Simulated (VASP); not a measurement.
Set up this calculation in VASP 6.6.1, as the native input.

```yaml
Task: single point
Functional: PBE
Potentials_or_basis: VASP PAW PBE potentials, release 64 (K_sv, F)
Cutoff: 600 eV
k_mesh: 6 × 6 × 6
Occupations: gaussian, width 0.1 eV
Spin: no spin polarisation
Dipole_correction: no
Further_INCAR_settings: ALGO = Normal; EDIFF = 1e-06; NBANDS = 15
```

The structure of KF lies in POSCAR:

```
KF
1.0
   -1.9753652800      2.5705884700      1.8748038800
    1.9753652800     -2.5705884700      1.8748038800
    1.9753652800      2.5705884700     -1.8748038800
K F
1 1
Direct
    0.0767486800      0.0767486800      0.0000000000
    0.4232513200      0.9232513200      0.5000000000
```

One way to write it, as run:

INCAR

```
  PREC = Accurate
  ENCUT = 600
  EDIFF = 1E-6
  ISMEAR = 0
  SIGMA = 0.1
  LREAL = False
  LASPH = True
  NELM = 120
  ALGO = Normal
  ISIF = 2
  LWAVE = False
  LCHARG = False
  GGA = PE
  NBANDS = 15
  GGA_COMPAT = False
```

KPOINTS

```
Automatic mesh
0
Gamma
  6 6 6
```

Potentials or basis: VASP PAW PBE potentials, release 64 (K_sv, F).

Run with:

```bash
$ cat potpaw_PBE.64/K_sv/POTCAR potpaw_PBE.64/F/POTCAR > POTCAR
$ mpirun -np 1 vasp_std > vasp.out
```

It gave:

```json
{
  "Pressure": "5.3 GPa",
  "Largest force": "0.864 eV/Å",
  "Band gap on the k mesh": "6.15 eV (least direct gap 6.19 eV)"
}
```

Caveat: the stress differs along the axes, from 2 to 9 GPa.

Wall time 20 s on 1 thread of Intel Xeon 8259CL (shared host), peak memory 0.18 GiB.
